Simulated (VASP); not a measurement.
# Mg (P6_3/mmc) in VASP: notebook

The runs below take Mg through single point, with PBE.

Everything below comes from runs of VASP 6.6.1. Logs are shortened: lines on timing, memory, paths and dates and some standing lists are left out, and cuts for length are marked.

## (1) The cell of the first run

Symmetry: P6_3/mmc, No. 194, hexagonal system. Conventional cell: a = 2.948 Å, b = 2.948 Å, c = 4.738 Å, α = 90.00°, β = 90.00°, γ = 120.00°. Mg (site symmetry -6m2) has 12 Mg at 2.92 to 2.95 Å within 3.8 Å.

## (2) Single point, PBE

Contents of INCAR:

```
SYSTEM = Mg
PREC = Accurate ; ENCUT = 520
EDIFF = 1E-7 ; ISMEAR = -1
SIGMA = 0.1 ; LREAL = .FALSE.
LASPH = .TRUE. ; NELM = 100
ALGO = Normal ; ISIF = 2
LWAVE = .FALSE. ; LCHARG = .FALSE.
GGA = PE ; NBANDS = 9
```

Contents of KPOINTS:

```
Automatic mesh
0
G
  15 15 8
  0 0 0
```

Contents of POSCAR:

```
Mg
1.0
    2.9475537788      0.0000000000      0.0000000000
   -1.4737768894      2.5526564514      0.0000000000
    0.0000000000      0.0000000000      4.7382930611
Mg
2
Direct
    0.3333333333      0.6666666667      0.2500000000
    0.6666666667      0.3333333333      0.7500000000
```

Potentials or basis: VASP PAW PBE potentials, release 64 (Mg).

The run is started by

```bash
cat potpaw_PBE.64/Mg/POTCAR > POTCAR
mpirun -np 1 vasp_std > vasp.out
```

OUTCAR:

```text
SYSTEM = Mg
   PREC = Accurate
   ENCUT = 520
   EDIFF = 1E-7
   ISMEAR = -1
   LREAL = .FALSE.
   LASPH = .TRUE.
   NELM = 100
   ISIF = 2
   GGA = PE

 ion  position               nearest neighbor table
   1  0.333  0.667  0.250-   2 2.92   2 2.92   2 2.92   2 2.92   2 2.92   2 2.92
   2  0.667  0.333  0.750-   1 2.92   1 2.92   1 2.92   1 2.92   1 2.92   1 2.92

  LATTYP: Found a hexagonal cell.
 ALAT       =     2.9475537788
 C/A-ratio  =     1.6075340491

  Lattice vectors:

 A1 = (   2.9475537788,   0.0000000000,   0.0000000000)
 A2 = (  -1.4737768894,   2.5526564514,   0.0000000000)
 A3 = (   0.0000000000,   0.0000000000,   4.7382930611)

Analysis of symmetry for initial positions (statically):
=====================================================================
 Subroutine PRICEL returns:
 Original cell was already a primitive cell.

 Routine SETGRP: Setting up the symmetry group for a
 hexagonal supercell.

 Subroutine GETGRP returns: Found 24 space group operations
 (whereof 12 operations were pure point group operations)
 out of a pool of 24 trial point group operations.

The static configuration has the point symmetry D_3d.
 The point group associated with its full space group is D_6h.

Analysis of symmetry for dynamics (positions and initial velocities):
=====================================================================
 Subroutine PRICEL returns:
 Original cell was already a primitive cell.

 Routine SETGRP: Setting up the symmetry group for a
 hexagonal supercell.

 Subroutine GETGRP returns: Found 24 space group operations
 (whereof 12 operations were pure point group operations)
 out of a pool of 24 trial point group operations.

The dynamic configuration has the point symmetry D_3d.
 The point group associated with its full space group is D_6h.

 Subroutine INISYM returns: Found 24 space group operations
 (whereof 12 operations are pure point group operations),
 and found     1 'primitive' translations

----------------------------------------------------------------------------------------

                                     Primitive cell

  volume of cell :      35.6514

  direct lattice vectors                    reciprocal lattice vectors
     2.947553779  0.000000000  0.000000000     0.339264378  0.195874380  0.000000000
    -1.473776889  2.552656451  0.000000000     0.000000000  0.391748760  0.000000000
     0.000000000  0.000000000  4.738293061     0.000000000  0.000000000  0.211046465

  length of vectors
     2.947553779  2.947553779  4.738293061     0.391748760  0.391748760  0.211046465

  position of ions in fractional coordinates (direct lattice)
     0.333333333  0.666666667  0.250000000
     0.666666667  0.333333333  0.750000000

  ion indices of the primitive-cell ions
   primitive index   ion index
                 1           1
                 2           2

----------------------------------------------------------------------------------------

 KPOINTS: Automatic mesh

Automatic generation of k-mesh.
 Grid dimensions read from file:
 generate k-points for:   15   15    8

 Generating k-lattice:

  Cartesian coordinates                     Fractional coordinates (reciprocal lattice)
     0.022617625  0.013058292  0.000000000     0.066666667  0.000000000  0.000000000
     0.000000000  0.026116584  0.000000000     0.000000000  0.066666667  0.000000000
     0.000000000  0.000000000  0.026380808     0.000000000  0.000000000  0.125000000

  Length of vectors
     0.026116584  0.026116584  0.026380808

  Shift w.r.t. Gamma in fractional coordinates (k-lattice)
     0.000000000  0.000000000  0.000000000

 Subroutine IBZKPT returns following result:
 ===========================================

 Found    135 irreducible k-points:

 Following reciprocal coordinates:
            Coordinates               Weight
  0.000000  0.000000  0.000000      1.000000
  0.066667  0.000000  0.000000      6.000000
  0.133333  0.000000  0.000000      6.000000
  0.200000  0.000000  0.000000      6.000000
  0.266667  0.000000  0.000000      6.000000
  0.333333  0.000000  0.000000      6.000000
[... 16 lines left out ...]
  0.333333  0.200000  0.000000     12.000000
  0.400000  0.200000  0.000000      6.000000
 [... further k-points ...]
   k-points           NKPTS =    135   k-points in BZ     NKDIM =    135   number of bands    NBANDS=      9
   number of dos      NEDOS =    301   number of ions     NIONS =      2
   total plane-waves  NPLWV =  20736
   dimension x,y,z NGX =    24 NGY =   24 NGZ =   36
   dimension x,y,z NGXF=    48 NGYF=   48 NGZF=   72
   ions per type =               2
   NGX,Y,Z   is equivalent  to a cutoff of  13.54, 13.54, 12.63 a.u.
   NGXF,Y,Z  is equivalent  to a cutoff of  27.07, 27.07, 25.26 a.u.
 SYSTEM =  Mg
   PREC   = accura    normal or accurate (medium, high low for compatibility)
   ISTART =      0    job   : 0-new  1-cont  2-samecut
   ICHARG =      2    charge: 1-file 2-atom 10-const
   ISPIN  =      1    spin polarized calculation?
   LNONCOLLINEAR =      F non collinear calculations
   LSORBIT =      F    spin-orbit coupling
   LASPH  =      T    aspherical Exc in radial PAW
   ENCUT  =  520.0 eV  38.22 Ry    6.18 a.u.   5.48  5.48  8.81*2*pi/ulx,y,z
   NELM   =    100;   NELMIN=  2; NELMDL= -5     # of ELM steps
   EDIFF  = 0.1E-06   stopping-criterion for ELM
   LREAL  =      F    real-space projection
   EDIFFG = 0.1E-05   stopping-criterion for IOM
   NSW    =      0    number of steps for IOM
   IBRION =     -1    ionic relax: 0-MD 1-quasi-New 2-CG
   NFREE  =      0    steps in history (QN), initial steepest desc. (CG)
   ISIF   =      2    stress and relaxation
   ISYM   =      2    0-nonsym 1-usesym 2-fastsym
   POTIM  = 0.5000    time-step for ionic-motion
   TEBEG  =    0.0;   TEEND  =   0.0 temperature during run
   PSTRESS=    0.0 pullay stress
   NELECT =       4.0000    total number of electrons
   NUPDOWN=      -1.0000    fix difference up-down
   EMIN   =  10.00;   EMAX   =-10.00  energy-range for DOS
   EFERMI =   0.00;   METHOD = LEGACY
   ISMEAR =    -1;   SIGMA  =   0.10  broadening in eV -4-tet -1-fermi 0-gaus
   EFERMI_NEDOS =   21; number of points for ismear=-14 and -15
   IALGO  =     38    algorithm
   IMIX   =      4    mixing-type and parameters
     AMIX     =   0.40;   BMIX     =  1.00
     AMIX_MAG =   1.60;   BMIX_MAG =  1.00
  volume/ion in A,a.u.               =      17.83       120.29
  Fermi-wavevector in a.u.,A,eV,Ry     =   0.789592  1.492113  8.482631  0.623456
  Thomas-Fermi vector in A             =   1.894765
   LORBIT       =      0    0 simple, 1 ext, 2 COOP (PROOUT), +10 PAW based schemes
   GGA     = PE    functional components
   LHFCALC =     F    Hartree Fock is set to
   AEXX    =    0.0000 exact exchange contribution
   IVDW    =     0    specifies the selected vdW correction
   LEPSILON=     F    determine dielectric tensor
   LRPA    =     F    only Hartree local field effects (RPA)
 non-spin polarized calculation
  energy-cutoff  :      520.00
  volume of cell :       35.65
 maximum number of plane-waves:       986
 NGX is ok and might be reduce to    24

 number of electron       4.0000000 magnetization

 Free energy of the ion-electron system (eV)
  ---------------------------------------------------
  ext. energy  EPLUGINS =         0.00000000
  ---------------------------------------------------
  free energy    TOTEN  =        -2.64287798 eV

  energy without entropy =       -2.62206077  energy(sigma->0) =       -2.63246938

 E-fermi :   4.0988     XC(G=0):  -9.3110

 val. band max:        4.0857322632   @ k =   0.1333   0.1333   0.0000
 cond. band min:       4.0993576688   @ k =   0.4667   0.0000   0.5000
 fundamental gap:      0.0136254056
 Fermi energy:         4.0987602777

 k-point     1 :       0.0000    0.0000    0.0000
  band No.  band energies     occupation
      1      -3.9917      2.00000
      2       2.0599      2.00000
      3       2.9700      1.99997
      4      16.4593      0.00000
      5      16.4593      0.00000
      6      17.1109      0.00000
      7      17.1109      0.00000
      8      17.5397      0.00000
      9      19.9109      0.00000

 k-point     2 :       0.0667    0.0000    0.0000
  band No.  band energies     occupation
      1      -3.8886      2.00000
      2       2.1506      2.00000
      3       3.0673      1.99993
      4      14.6236      0.00000
      5      15.6431      0.00000
      6      16.4965      0.00000
      7      18.0268      0.00000
      8      18.5303      0.00000
      9      19.8545      0.00000

 k-point     3 :       0.1333    0.0000    0.0000
  band No.  band energies     occupation
      1      -3.5802      2.00000
      2       2.4229      2.00000
      3       3.3551      1.99882
      4      12.3140      0.00000
      5      14.7116      0.00000
      6      15.2777      0.00000
      7      17.6002      0.00000
      8      18.7847      0.00000
      9      19.1230      0.00000

 k-point     4 :       0.2000    0.0000    0.0000
  band No.  band energies     occupation
      1      -3.0690      2.00000
      2       2.8776      1.99999
      3       3.8178      1.88642
      4      10.1015      0.00000
      5      13.9217      0.00000
      6      14.0140      0.00000
      7      15.3460      0.00000
      8      17.8888      0.00000
      9      18.6745      0.00000
[... 205 lines left out ...]
 k-point    22 :       0.2667    0.2000    0.0000
  band No.  band energies     occupation
      1      -0.2726      2.00000
      2       5.0432      0.00016
      3       5.4412      0.00000
      4       6.1730      0.00000
      5       8.1161      0.00000
      6      10.9803      0.00000
      7      12.4333      0.00000
      8      12.9048      0.00000
      9      14.8204      0.00000

 k-point    23 :       0.3333    0.2000    0.0000
  band No.  band energies     occupation
      1       0.8891      2.00000
      2       3.6819      1.96952
      3       6.1372      0.00000
      4       6.5471      0.00000
      5       8.4334      0.00000
      6       9.3238      0.00000
      7      11.7052      0.00000
      8      12.1337      0.00000
      9      14.4799      0.00000

 k-point    24 :       0.4000    0.2000    0.0000
  band No.  band energies     occupation
      1       2.0978      2.00000
      2       2.3459      2.00000
      3       6.1431      0.00000
      4       7.8026      0.00000
      5       7.8816      0.00000
      6       8.7707      0.00000
      7      11.1056      0.00000
      8      12.0366      0.00000
      9      14.3742      0.00000

 [... further k-points ...]

------------------------ aborting loop because EDIFF is reached ----------------------------------------

  FORCE on cell =-STRESS in cart. coord.  units (eV):
  Direction    XX          YY          ZZ          XY          YZ          ZX
  --------------------------------------------------------------------------------------
  -------------------------------------------------------------------------------------
  Total        3.3335500      3.3335500      3.3243359      0.0000000      0.0000000      0.0000000
  in kB      149.8102500    149.8102500    149.3961675      0.0000000      0.0000000      0.0000000
  external PRESSURE =     149.6722225 kB  Pullay stress =       0.0000000 kB

 VOLUME and BASIS-vectors are now :
 -----------------------------------------------------------------------------
  energy-cutoff  :      520.00
  volume of cell :       35.65
      direct lattice vectors                 reciprocal lattice vectors
     2.947553779  0.000000000  0.000000000     0.339264378  0.195874380  0.000000000
    -1.473776889  2.552656451  0.000000000     0.000000000  0.391748760  0.000000000
     0.000000000  0.000000000  4.738293061     0.000000000  0.000000000  0.211046465

 POSITION                                       TOTAL-FORCE (eV/Angst)
 -----------------------------------------------------------------------------------
     -0.00000      1.70177      1.18457         0.000000      0.000000      0.000000
      1.47378      0.85089      3.55372        -0.000000     -0.000000      0.000000
 -----------------------------------------------------------------------------------
    total drift:                                0.000000     -0.000000      0.000000

  FREE ENERGIE OF THE ION-ELECTRON SYSTEM (eV)
  ---------------------------------------------------
  free  energy   TOTEN  =        -2.6428779776 eV

  energy  without entropy=       -2.6220607746  energy(sigma->0) =       -2.63246938
```

Run time: 33 s. Hardware: 1 thread of Intel Xeon 8259CL, shared host; peak memory 0.18 GiB.

What came out:

```
Free energy            : -2.6429 eV
Pressure               : 15.0 GPa
Band gap on the k mesh : zero (bands 2 and 3 overlap by 2.07 eV)
```

Levels at points of the mesh, in eV from the Fermi level:
```
           k point  band 1  band 2  band 3  band 4  band 5  band 6
(0.00, 0.00, 0.00)   -8.09   -2.04   -1.13   12.36   12.36   13.01
(0.00, 0.00, 0.50)   -6.43   -6.43    6.01    6.01   13.15   13.15
```

Caveat: the cell stands under pressure.

## (3) Single point, PBE

Contents of INCAR:

```
SYSTEM = Mg
PREC     = Accurate       ! precision mode
ENCUT    = 520            ! plane-wave cutoff, eV
EDIFF    = 1E-6           ! SCF threshold, eV
ISMEAR   = -1             ! smearing method
SIGMA    = 0.1            ! smearing width, eV
LREAL    = .False.        ! projectors in reciprocal space
LASPH    = .True.         ! aspherical terms in the spheres
NELM     = 60             ! most SCF steps
ALGO     = Normal         ! electronic algorithm
ISIF     = 2              ! what is computed and relaxed
LWAVE    = .False.        ! write WAVECAR
LCHARG   = .True.         ! write CHGCAR
GGA      = PE             ! functional
LELF     = .True.         ! ELF
LVHAR    = .True.       
NBANDS   = 9              ! bands
```

Contents of KPOINTS:

```
Automatic mesh
0
Gamma
  15 15 8
  0 0 0
```

Contents of POSCAR:

```
Mg
1.0
    2.9474026923      0.0000000000      0.0000000000
   -1.4737013461      2.5525256067      0.0000000000
    0.0000000000      0.0000000000      4.7364401729
Mg
2
Direct
    0.3333333333      0.6666666667      0.2500000000
    0.6666666667      0.3333333333      0.7500000000
```

Potentials or basis: VASP PAW PBE potentials, release 64 (Mg).

The run is started by

```bash
cat potpaw_PBE.64/Mg/POTCAR > POTCAR
mpirun -np 1 vasp_std > vasp.out
```

It took 33 s on 1 thread of Intel Xeon 8259CL, shared host; peak memory 0.18 GiB.

Results (log left out):

```
Free energy            : -2.6412 eV
Pressure               : 15.0 GPa
Band gap on the k mesh : zero (bands 2 and 3 overlap by 2.07 eV)
```

Levels at points of the mesh, in eV from the Fermi level:
```tsv
k point	band 1	band 2	band 3	band 4	band 5	band 6
(0.00, 0.00, 0.00)	-8.09	-2.04	-1.13	12.36	12.36	13.01
(0.00, 0.00, 0.50)	-6.43	-6.43	6.02	6.02	13.14	13.14
```

Caveat: the cell stands under pressure.

## (4) Single point, PBE

This run uses another cell than the first one: it holds 4 atoms, not 2.

Contents of INCAR:

```
SYSTEM = Mg
ALGO = Normal ; EDIFF = 1E-7
ENCUT = 520 ; GGA = PE
ISIF = 2 ; ISMEAR = -1
LASPH = .True. ; LCHARG = .True.
LELF = .True. ; LREAL = .False.
LVHAR = .True. ; LWAVE = .False.
NBANDS = 12 ; NELM = 60
PREC = Accurate ; SIGMA = 0.1
```

Contents of KPOINTS:

```
k-points
0
Gamma
  12 12 4
  0 0 0
```

Contents of POSCAR:

```
Mg
1.0
    2.9452607397      0.0000000000      0.0000000000
   -1.4726303699      2.5506706213      0.0000000000
    0.0000000000      0.0000000000      9.4998359410
Mg
4
Direct
    0.0000000000      0.0000000000      0.0000000000
    0.0000000000      0.0000000000      0.5000000000
    0.3333333333      0.6666666667      0.2500000000
    0.6666666667      0.3333333333      0.7500000000
```

The run is started by

```bash
cat potpaw_PBE.64/Mg/POTCAR > POTCAR
mpirun -np 1 vasp_std > vasp.out
```

Run time: 59 s. Hardware: 1 thread of Intel Xeon 8259CL, shared host; peak memory 0.21 GiB.

The run converged. Its results:

```
Free energy            : -5.2502 eV
Pressure               : 15.0 GPa
Band gap on the k mesh : zero (bands 4 and 5 overlap by 2.27 eV)
```

Levels at points of the mesh, in eV from the Fermi level:
```tsv
k point	band 2	band 3	band 4	band 5	band 6	band 7
(0.00, 0.00, 0.00)	-6.38	-6.38	-2.01	-1.11	5.98	6.00
(0.50, 0.00, 0.00)	-2.41	-1.33	-1.18	-0.48	-0.36	3.15
(0.00, 0.00, 0.50)	-7.62	-4.36	-4.36	1.92	1.92	10.55
(0.50, 0.00, 0.50)	-2.23	-1.92	-1.92	0.88	0.88	1.35
```

Caveat: the cell stands under pressure.

## (5) Overview

| cell | k mesh | gap on the mesh (eV) | pressure (GPa) |
| --- | --- | --- | --- |
| a = 2.948, b = 2.948, c = 4.738 Å, angles 90.0, 90.0, 120.0°, 2 atoms, atomic positions A | 15 × 15 × 8 | none | 15.0 |
| a = 2.947, b = 2.947, c = 4.736 Å, angles 90.0, 90.0, 120.0°, 2 atoms, atomic positions A | 15 × 15 × 8 | none | 15.0 |
| a = 2.945, b = 2.945, c = 9.500 Å, angles 90.0, 90.0, 120.0°, 4 atoms, atomic positions B | 12 × 12 × 4 | none | 15.0 |

Alike in all rows: task single point; level PBE; potentials or basis VASP PAW PBE potentials, release 64 (Mg); no spin polarisation; cutoff (eV) 520; smearing fermi-dirac 0.1 eV.

Caveats: the cell stands under pressure.

Total energies depend on the potentials used, so only differences within one code and one set of settings carry meaning.
